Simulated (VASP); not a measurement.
# Rh (Fm-3m) in VASP: further runs

The runs below take Rh through single point, with HSE06, PBE.

Program: VASP 6.6.1. These are calculated values, not measurements. Logs are shortened: lines on timing, memory, paths and dates and some standing lists are left out, and cuts for length are marked.

## 1. The cell of the first run

The structure is cubic, space group Fm-3m (No. 225). The conventional cell has a = 3.832 Å, b = 3.832 Å, c = 3.832 Å, α = 90.00°, β = 90.00°, γ = 90.00°. Rh (site symmetry m-3m) has 12 Rh at 2.71 Å within 3.6 Å.

## 2. Single point, HSE06

POSCAR reads:

```
Rh
1.0
    0.0000000000      1.9160595465      1.9160595465
    1.9160595465      0.0000000000      1.9160595465
    1.9160595465      1.9160595465      0.0000000000
Rh
1
Direct
    0.0000000000      0.0000000000      0.0000000000
```

INCAR.step1 reads:

```
  ALGO = Normal
  EDIFF = 1E-5
  ENCUT = 520
  GGA = PE
  ISIF = 2
  ISMEAR = -1
  LASPH = True
  LCHARG = False
  LREAL = False
  LWAVE = True
  NBANDS = 14
  NELM = 100
  PREC = Accurate
  SIGMA = 0.1
```

INCAR.step2 reads:

```
  ALGO = Normal
  EDIFF = 1E-6
  ENCUT = 520
  GGA = PE
  HFSCREEN = 0.2079
  ISIF = 2
  ISMEAR = -1
  ISTART = 1
  LASPH = True
  LCHARG = False
  LHFCALC = True
  LREAL = False
  LWAVE = False
  NBANDS = 14
  NELM = 100
  PREC = Accurate
  PRECFOCK = Normal
  SIGMA = 0.1
```

KPOINTS reads:

```
k-points
0
Gamma
  7 7 7
```

Potentials or basis: VASP PAW PBE potentials, release 64 (Rh_pv).

Started as:

```
cat potpaw_PBE.64/Rh_pv/POTCAR > POTCAR
cp INCAR.step1 INCAR
mpirun -np 1 vasp_std > vasp.out
cp INCAR.step2 INCAR
mpirun -np 1 vasp_std > vasp.out
```

OUTCAR:

```text
EDIFF = 1E-6
   ENCUT = 520
   GGA = PE
   HFSCREEN = 0.2079
   ISIF = 2
   ISMEAR = -1
   ISTART = 1
   LASPH = True
   LHFCALC = True
   LREAL = False
   NELM = 100
   PREC = Accurate
   PRECFOCK = Normal

 ion  position               nearest neighbor table
   1  0.000  0.000  0.000-

  LATTYP: Found a face centered cubic cell.
 ALAT       =     3.8321190930

  Lattice vectors:

 A1 = (   0.0000000000,   1.9160595465,   1.9160595465)
 A2 = (   1.9160595465,   0.0000000000,   1.9160595465)
 A3 = (   1.9160595465,   1.9160595465,   0.0000000000)

Analysis of symmetry for initial positions (statically):
=====================================================================
 Subroutine PRICEL returns:
 Original cell was already a primitive cell.

 Routine SETGRP: Setting up the symmetry group for a
 face centered cubic supercell.

 Subroutine GETGRP returns: Found 48 space group operations
 (whereof 48 operations were pure point group operations)
 out of a pool of 48 trial point group operations.

The static configuration has the point symmetry O_h .

Analysis of symmetry for dynamics (positions and initial velocities):
=====================================================================
 Subroutine PRICEL returns:
 Original cell was already a primitive cell.

 Routine SETGRP: Setting up the symmetry group for a
 face centered cubic supercell.

 Subroutine GETGRP returns: Found 48 space group operations
 (whereof 48 operations were pure point group operations)
 out of a pool of 48 trial point group operations.

The dynamic configuration has the point symmetry O_h .

 Subroutine INISYM returns: Found 48 space group operations
 (whereof 48 operations are pure point group operations),
 and found     1 'primitive' translations

----------------------------------------------------------------------------------------

                                     Primitive cell

  volume of cell :      14.0688

  direct lattice vectors                    reciprocal lattice vectors
     0.000000000  1.916059547  1.916059547    -0.260952224  0.260952224  0.260952224
     1.916059547  0.000000000  1.916059547     0.260952224 -0.260952224  0.260952224
     1.916059547  1.916059547  0.000000000     0.260952224  0.260952224 -0.260952224

  length of vectors
     2.709717397  2.709717397  2.709717397     0.451982510  0.451982510  0.451982510

  position of ions in fractional coordinates (direct lattice)
     0.000000000  0.000000000  0.000000000

  ion indices of the primitive-cell ions
   primitive index   ion index
                 1           1

----------------------------------------------------------------------------------------

 KPOINTS: k-points

Automatic generation of k-mesh.
 Grid dimensions read from file:
 generate k-points for:    7    7    7

 Generating k-lattice:

  Cartesian coordinates                     Fractional coordinates (reciprocal lattice)
    -0.037278889  0.037278889  0.037278889     0.142857143  0.000000000  0.000000000
     0.037278889 -0.037278889  0.037278889     0.000000000  0.142857143  0.000000000
     0.037278889  0.037278889 -0.037278889     0.000000000  0.000000000  0.142857143

  Length of vectors
     0.064568930  0.064568930  0.064568930

  Shift w.r.t. Gamma in fractional coordinates (k-lattice)
     0.000000000  0.000000000  0.000000000

 Subroutine IBZKPT returns following result:
 ===========================================

 Found     20 irreducible k-points:

 Following reciprocal coordinates:
            Coordinates               Weight
  0.000000  0.000000  0.000000      1.000000
  0.142857  0.000000  0.000000      8.000000
  0.285714  0.000000  0.000000      8.000000
  0.428571  0.000000  0.000000      8.000000
  0.142857  0.142857  0.000000      6.000000
  0.285714  0.142857  0.000000     24.000000
[... 12 lines left out ...]
 -0.428571  0.428571  0.142857     24.000000
 -0.285714  0.428571  0.142857     24.000000
   k-points           NKPTS =     20   k-points in BZ     NKDIM =    343   number of bands    NBANDS=     14
   number of dos      NEDOS =    301   number of ions     NIONS =      1
   total plane-waves  NPLWV =   8000
   dimension x,y,z NGX =    20 NGY =   20 NGZ =   20
   dimension x,y,z NGXF=    40 NGYF=   40 NGZF=   40
   ions per type =               1
   NGX,Y,Z   is equivalent  to a cutoff of  12.27, 12.27, 12.27 a.u.
   NGXF,Y,Z  is equivalent  to a cutoff of  24.54, 24.54, 24.54 a.u.
 SYSTEM =  unknown system
   PREC   = accura    normal or accurate (medium, high low for compatibility)
   ISTART =      1    job   : 0-new  1-cont  2-samecut
   ICHARG =      0    charge: 1-file 2-atom 10-const
   ISPIN  =      1    spin polarized calculation?
   LNONCOLLINEAR =      F non collinear calculations
   LSORBIT =      F    spin-orbit coupling
   LASPH  =      T    aspherical Exc in radial PAW
   ENCUT  =  520.0 eV  38.22 Ry    6.18 a.u.   5.04  5.04  5.04*2*pi/ulx,y,z
   NELM   =    100;   NELMIN=  2; NELMDL=  0     # of ELM steps
   EDIFF  = 0.1E-05   stopping-criterion for ELM
   LREAL  =      F    real-space projection
   EDIFFG = 0.1E-04   stopping-criterion for IOM
   NSW    =      0    number of steps for IOM
   IBRION =     -1    ionic relax: 0-MD 1-quasi-New 2-CG
   NFREE  =      0    steps in history (QN), initial steepest desc. (CG)
   ISIF   =      2    stress and relaxation
   ISYM   =      3    0-nonsym 1-usesym 2-fastsym
   POTIM  = 0.5000    time-step for ionic-motion
   TEBEG  =    0.0;   TEEND  =   0.0 temperature during run
   PSTRESS=    0.0 pullay stress
   NELECT =      15.0000    total number of electrons
   NUPDOWN=      -1.0000    fix difference up-down
   EMIN   =  10.00;   EMAX   =-10.00  energy-range for DOS
   EFERMI =   0.00;   METHOD = LEGACY
   ISMEAR =    -1;   SIGMA  =   0.10  broadening in eV -4-tet -1-fermi 0-gaus
   EFERMI_NEDOS =   21; number of points for ismear=-14 and -15
   IALGO  =     38    algorithm
   IMIX   =      1    mixing-type and parameters
     AMIX     =   0.40;   BMIX     =  1.00
     AMIX_MAG =   1.60;   BMIX_MAG =  1.00
  volume/ion in A,a.u.               =      14.07        94.94
  Fermi-wavevector in a.u.,A,eV,Ry     =   1.672449  3.160471 38.056667  2.797086
  Thomas-Fermi vector in A             =   2.757594
   LORBIT       =      0    0 simple, 1 ext, 2 COOP (PROOUT), +10 PAW based schemes
   GGA     = PE    functional components
   LHFCALC =     T    Hartree Fock is set to
   PRECFOCK=normal    Normal, Fast or Accurate (Low or Medium for compatibility)
   ENCUT4O =  -1.0   cutoff for four orbital integrals eV
   NKREDX  =     1    reduce k-point grid by
   NKREDY  =     1    reduce k-point grid by
   NKREDZ  =     1    reduce k-point grid by
   AEXX    =    0.2500 exact exchange contribution
   HFSCREEN=    0.2079 screening length (either q_TF or 0.3 A-1)
   HFSCREENC=   0.2079 screening length for correlation (either q_TF or 0.3 A-1)
   ENCUTFOCK=  -1.0 apply spherical cutoff to Coloumb kernel
   IVDW    =     0    specifies the selected vdW correction
   LEPSILON=     F    determine dielectric tensor
   LRPA    =     F    only Hartree local field effects (RPA)
 non-spin polarized calculation
  energy-cutoff  :      520.00
  volume of cell :       14.07
 maximum number of plane-waves:       387
  NGX = 16; NGY = 16; NGZ = 16

 number of electron      15.0000003 magnetization

 Free energy of the ion-electron system (eV)
  ---------------------------------------------------
  ext. energy  EPLUGINS =         0.00000000
  ---------------------------------------------------
  free energy    TOTEN  =        -8.56780971 eV

  energy without entropy =       -8.55943640  energy(sigma->0) =       -8.56362305

 E-fermi :  10.9471     XC(G=0): -11.2698

 val. band max:       10.6279990597   @ k =  -0.4286   0.4286   0.0000
 cond. band min:      11.0679805242   @ k =   0.4286   0.4286   0.0000
 fundamental gap:      0.4399814645
 Fermi energy:        10.9471077366

 k-point     1 :       0.0000    0.0000    0.0000
  band No.  band energies     occupation
      1     -38.3067      2.00000
      2     -38.3067      2.00000
      3     -38.3067      2.00000
      4       2.5162      2.00000
      5       7.5011      2.00000
      6       7.5011      2.00000
      7       7.5011      2.00000
      8       9.3602      2.00000
      9       9.3602      2.00000
     10      28.2727      0.00000
     11      33.8574      0.00000
     12      33.8574      0.00000
     13      33.8574      0.00000
     14      36.7691      0.00000

 k-point     2 :       0.1429    0.0000    0.0000
  band No.  band energies     occupation
      1     -38.4624      2.00000
      2     -38.3287      2.00000
      3     -38.3287      2.00000
      4       3.3661      2.00000
      5       7.2377      2.00000
      6       7.7922      2.00000
      7       7.7922      2.00000
      8       9.3053      2.00000
      9       9.3053      2.00000
     10      29.2961      0.00000
     11      30.7012      0.00000
     12      35.0110      0.00000
     13      35.0110      0.00000
     14      36.7686      0.00000

 k-point     3 :       0.2857    0.0000    0.0000
  band No.  band energies     occupation
      1     -38.8065      2.00000
      2     -38.3791      2.00000
      3     -38.3791      2.00000
      4       4.5275      2.00000
      5       7.6940      2.00000
      6       7.6940      2.00000
      7       8.0904      2.00000
      8      10.1834      1.99904
      9      10.1834      1.99904
     10      26.1968      0.00000
     11      29.5840      0.00000
     12      36.7677      0.00000
     13      36.9379      0.00000
     14      36.9379      0.00000

 k-point     4 :       0.4286    0.0000    0.0000
  band No.  band energies     occupation
      1     -39.0761      2.00000
      2     -38.4201      2.00000
      3     -38.4201      2.00000
      4       4.3661      2.00000
      5       7.2992      2.00000
      6       7.2992      2.00000
      7      11.2829      0.06728
      8      11.5061      0.00744
      9      11.5061      0.00744
     10      21.6837      0.00000
     11      28.0004      0.00000
     12      34.1475      0.00000
     13      34.1475      0.00000
     14      36.7679      0.00000

 k-point     5 :       0.1429    0.1429    0.0000
  band No.  band energies     occupation
      1     -38.4595      2.00000
      2     -38.3632      2.00000
      3     -38.3632      2.00000
      4       3.6503      2.00000
      5       6.8076      2.00000
      6       8.1562      2.00000
      7       8.1562      2.00000
      8       8.7186      2.00000
      9       9.6757      1.99999
     10      29.8067      0.00000
     11      31.8118      0.00000
[... 208 lines left out ...]
 k-point    18 :      -0.4286    0.2857    0.1429
  band No.  band energies     occupation
      1     -38.9621      2.00000
      2     -38.6685      2.00000
      3     -38.5032      2.00000
      4       5.7324      2.00000
      5       6.1511      2.00000
      6       7.5039      2.00000
      7       8.9810      2.00000
      8      11.3848      0.02480
      9      16.6221      0.00000
     10      22.0956      0.00000
     11      27.3900      0.00000
     12      28.8106      0.00000
     13      34.5546      0.00000
     14      36.7684      0.00000

 k-point    19 :      -0.4286    0.4286    0.1429
  band No.  band energies     occupation
      1     -38.9745      2.00000
      2     -38.6811      2.00000
      3     -38.5898      2.00000
      4       4.8037      2.00000
      5       5.3348      2.00000
      6       8.7488      2.00000
      7      10.2634      1.99786
      8      12.0089      0.00005
      9      17.1105      0.00000
     10      24.5341      0.00000
     11      24.7559      0.00000
     12      25.9043      0.00000
     13      36.2281      0.00000
     14      36.7649      0.00000

 k-point    20 :      -0.2857    0.4286    0.1429
  band No.  band energies     occupation
      1     -38.8734      2.00000
      2     -38.8243      2.00000
      3     -38.5771      2.00000
      4       5.2895      2.00000
      5       6.2739      2.00000
      6       7.5289      2.00000
      7       9.3890      2.00000
      8      12.0192      0.00004
      9      20.4113      0.00000
     10      21.2122      0.00000
     11      23.9698      0.00000
     12      26.6965      0.00000
     13      36.0497      0.00000
     14      36.7684      0.00000

------------------------ aborting loop because EDIFF is reached ----------------------------------------

  FORCE on cell =-STRESS in cart. coord.  units (eV):
  Direction    XX          YY          ZZ          XY          YZ          ZX
  --------------------------------------------------------------------------------------
  -------------------------------------------------------------------------------------
  Total       -1.0214772     -1.0214772     -1.0214772     -0.0000000     -0.0000000     -0.0000000
  in kB     -116.3274689   -116.3274689   -116.3274689     -0.0000000     -0.0000000     -0.0000000
  external PRESSURE =    -116.3274689 kB  Pullay stress =       0.0000000 kB

 VOLUME and BASIS-vectors are now :
 -----------------------------------------------------------------------------
  energy-cutoff  :      520.00
  volume of cell :       14.07
      direct lattice vectors                 reciprocal lattice vectors
     0.000000000  1.916059547  1.916059547    -0.260952224  0.260952224  0.260952224
     1.916059547  0.000000000  1.916059547     0.260952224 -0.260952224  0.260952224
     1.916059547  1.916059547  0.000000000     0.260952224  0.260952224 -0.260952224

 POSITION                                       TOTAL-FORCE (eV/Angst)
 -----------------------------------------------------------------------------------
      0.00000      0.00000      0.00000         0.000000      0.000000      0.000000
 -----------------------------------------------------------------------------------
    total drift:                               -0.000000     -0.000000     -0.000000

  FREE ENERGIE OF THE ION-ELECTRON SYSTEM (eV)
  ---------------------------------------------------
  free  energy   TOTEN  =        -8.5678097066 eV

  energy  without entropy=       -8.5594363985  energy(sigma->0) =       -8.56362305
```

Wall time 48 min (1 thread of AMD EPYC 7R43 (Zen 3), shared host); peak memory 0.2 GiB.

Results:

| Property | Result |
| --- | --- |
| Free energy | -8.5678 eV |
| Pressure | -11.6 GPa |
| Band gap on the k mesh | zero (an odd number of electrons rules out a gap without spin polarisation) |

Levels at points of the mesh, in eV from the Fermi level:
```
           k point  band 4  band 5  band 6  band 7  band 8  band 9  band 10  band 11
(0.00, 0.00, 0.00)   -8.43   -3.45   -3.45   -3.45   -1.59   -1.59    17.33    22.91
```

Caveat: the k points lie up to 0.41 Å⁻¹ apart, too coarse for converged energies and pressures of a metal; the PAW data sets were made with another functional, which shifts forces and pressure a little.

## 3. Single point, PBE, collinear spin, ferromagnetic start (14.05 Å³/atom)

INCAR reads:

```
SYSTEM = Rh
ALGO = Normal ; EDIFF = 1E-7
ENCUT = 520 ; GGA = PE
ISIF = 2 ; ISMEAR = -1
ISPIN = 2 ; LASPH = .TRUE.
LCHARG = .TRUE. ; LELF = .TRUE.
LMAXMIX = 4 ; LORBIT = 11
LREAL = .FALSE. ; LVHAR = .TRUE.
LWAVE = .FALSE. ; MAGMOM = 1
NBANDS = 18 ; NELM = 150
PREC = Accurate ; SIGMA = 0.05
```

KPOINTS reads:

```
k-points
0
G
  23 23 23
  0 0 0
```

POSCAR reads:

```
Rh
1.0
    0.0000000000      1.9152218606      1.9152218606
    1.9152218606      0.0000000000      1.9152218606
    1.9152218606      1.9152218606      0.0000000000
Rh
1
Direct
    0.0000000000      0.0000000000      0.0000000000
```

Potentials or basis: VASP PAW PBE potentials, release 64 (Rh_pv).

Started as:

```
cat potpaw_PBE.64/Rh_pv/POTCAR > POTCAR
mpirun -np 1 vasp_std > vasp.out
```

It took 2.3 min on 1 thread of Intel Xeon 8259CL, shared host; peak memory 0.24 GiB.

The run converged. Its results:

| Quantity | Value |
| --- | --- |
| Free energy | -7.2639 eV |
| Pressure | 0.0 GPa |
| Net moment | 0.00 μB per cell |
| Valence electrons inside the program's atomic spheres | Rh 13.75 |

Levels at points of the mesh, in eV from the Fermi level:
Spin up:
| k point | band 5 | band 6 | band 7 | band 8 | band 9 | band 10 |
| --- | --- | --- | --- | --- | --- | --- |
| (0.00, 0.00, 0.00) | -2.97 | -2.97 | -2.97 | -0.96 | -0.96 | 16.01 |
Spin down:
| k point | band 3 | band 4 | band 5 | band 6 | band 7 | band 8 | band 9 | band 10 | band 11 | band 12 |
| --- | --- | --- | --- | --- | --- | --- | --- | --- | --- | --- |
| (0.00, 0.00, 0.00) | -46.34 | -7.79 | -2.97 | -2.97 | -2.97 | -0.96 | -0.96 | 16.01 | 20.60 | 21.35 |
